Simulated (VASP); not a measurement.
Wanted: the native input for a VASP 6.6.1 run.

```
Task                               : single point
Functional                         : PBE-based screened hybrid with 20 % exact exchange
Potentials or basis                : VASP PAW PBE potentials, release 64 (K_sv, Cl)
Cutoff                             : 520 eV
k mesh                             : 4 × 4 × 4
Occupations                        : fermi-dirac, width 0.05 eV
Spin                               : no spin polarisation
Dipole correction                  : no
Grid for exact exchange (PRECFOCK) : Normal
Share of exact exchange            : 0.2
Further INCAR settings             : ALGO = Normal; EDIFF = 1e-06; NBANDS = 15
Screening parameter                : 0.2 1/Å
```

Crystal: KCl.

```
K Cl
1.0
     3.83920    0.00000    0.00000
     0.00000    3.83920    0.00000
     0.00000    0.00000    3.83920
K Cl
1 1
Direct
  0.00000 0.00000 0.00000
  0.50000 0.50000 0.50000
```

One way to write it, as run:

POSCAR

```
KCl
1.0
    3.8391960000      0.0000000000      0.0000000000
    0.0000000000      3.8391960000      0.0000000000
    0.0000000000      0.0000000000      3.8391960000
K Cl
1 1
Direct
    0.0000000000      0.0000000000      0.0000000000
    0.5000000000      0.5000000000      0.5000000000
```

INCAR.step1

```
ALGO = Normal
EDIFF = 1E-5
ENCUT = 520
GGA = PE
ISIF = 2
ISMEAR = -1
LASPH = True
LCHARG = False
LREAL = False
LWAVE = True
NBANDS = 15
NELM = 100
PREC = Accurate
SIGMA = 0.05
```

INCAR.step2

```
AEXX = 0.2
ALGO = Normal
EDIFF = 1E-6
ENCUT = 520
GGA = PE
HFSCREEN = 0.2
ISIF = 2
ISMEAR = -1
ISTART = 1
LASPH = True
LCHARG = False
LHFCALC = True
LREAL = False
LWAVE = False
NBANDS = 15
NELM = 100
PREC = Accurate
PRECFOCK = Normal
SIGMA = 0.05
```

KPOINTS

```
k-points
0
Gamma
  4 4 4
```

Potentials or basis: VASP PAW PBE potentials, release 64 (K_sv, Cl).

The run is started by

```sh
$ cat potpaw_PBE.64/K_sv/POTCAR potpaw_PBE.64/Cl/POTCAR > POTCAR
$ cp INCAR.step1 INCAR
$ mpirun -np 1 vasp_std > vasp.out
$ cp INCAR.step2 INCAR
$ mpirun -np 1 vasp_std > vasp.out
```

Results of the run:

- Pressure: -0.4 GPa
- Band gap on the k mesh: 5.87 eV (least direct gap 6.08 eV)

Caveat: the PAW data sets were made with another functional, which shifts forces and pressure a little.

Run time: 4.5 min on 1 thread of Intel(R) Xeon(R) Platinum 8259CL CPU @ 2.50GHz (Skylake/Cascade Lake) (shared host), peak memory 0.28 GiB.
